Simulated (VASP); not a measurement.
Write the native input for VASP 6.6.1 that does the following.

```yaml
Task: single point
Functional: PBE
Potentials_or_basis: VASP PAW PBE potentials, release 64 (Rb_sv, Br)
Cutoff: 520 eV
k_mesh: 6 × 6 × 6
Occupations: fermi-dirac, width 0.02 eV
Spin: no spin polarisation
Dipole_correction: no
Further_INCAR_settings: ALGO = Normal; EDIFF = 1e-06; NBANDS = 15
```

The structure of RbBr lies in POSCAR:

```
RbBr
1.0
    4.2297890482     -0.1185688872     -0.1185688872
   -0.1185688872      4.2297890482     -0.1185688872
   -0.1185688872     -0.1185688872      4.2297890482
Rb Br
1 1
Direct
    0.0000000000      0.0000000000      0.0000000000
    0.5000000000      0.5000000000      0.5000000000
```

This cell differs from its parent crystal: epitaxial 111 strain +5.3%.

These files were run (other wordings do the same):

INCAR

```
SYSTEM = RbBr
ALGO = Normal
EDIFF = 1E-6
ENCUT = 520
GGA = PE
ISIF = 2
ISMEAR = -1
LASPH = .True.
LCHARG = .False.
LREAL = .False.
LWAVE = .False.
NBANDS = 15
NELM = 60
PREC = Accurate
SIGMA = 0.02
```

KPOINTS

```
k-points
0
Gamma
  6 6 6
  0 0 0
```

Potentials or basis: VASP PAW PBE potentials, release 64 (Rb_sv, Br).

Run with:

```console
$ cat potpaw_PBE.64/Rb_sv/POTCAR potpaw_PBE.64/Br/POTCAR > POTCAR
$ mpirun -np 1 vasp_std > vasp.out
```

It gave:

| Quantity | Value |
| --- | --- |
| Pressure | -0.1 GPa |
| Band gap on the k mesh | 3.86 eV (least direct gap 3.99 eV) |

Caveat: the cell differs from its parent crystal (epitaxial 111 strain +5.3%).

Wall time 12 s on 1 thread of Intel(R) Xeon(R) Platinum 8488C (Sapphire Rapids), with other jobs on the host, peak memory 0.18 GiB.
